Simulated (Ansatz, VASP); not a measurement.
CdSe: VASP beside Ansatz

```
Cd Se
1.0
     0.00000    3.02432    3.02432
     3.02432    0.00000    3.02432
     2.94488    2.94488    0.07944
Cd Se
1 1
Direct
  0.00000 0.00000 0.00000
  0.75000 0.75000 0.75000
```

Alike in both runs: task single point; functional PBE; k mesh 10 × 10 × 10; occupations gaussian, width 0.05 eV; no spin polarisation.

|  | VASP | Ansatz |
| --- | --- | --- |
| version | VASP 6.6.1 | Ansatz 0.2.0 |
| potentials or method | VASP PAW PBE potentials, release 64 (Cd, Se), cutoff 520 eV | scalar-relativistic, plane waves, PAW |
| valence electrons in the cell | 18 | 36 |

VASP gave:

```
gap on the k mesh at the Fermi level (eV)                     : 0.66
least direct gap on the mesh (eV)                             : 0.66
pressure (GPa)                                                : 7.2
traceless stress, the component that is largest in VASP (GPa) : 1.72
rms of the force components (eV/Å)                            : 0.284
```

Which values does Ansatz return?

gap on the k mesh at the Fermi level (eV): 0.66; least direct gap on the mesh (eV): 0.66; pressure (GPa): 6.7; traceless stress, the component that is largest in VASP (GPa): 1.68; rms of the force components (eV/Å): 0.274.

Atom by atom the forces differ by 0.010 eV/Å (rms over components). VASP's potentials hold 18 valence electrons a cell and Ansatz's 36, so a difference there can come from the potentials and not from the codes.
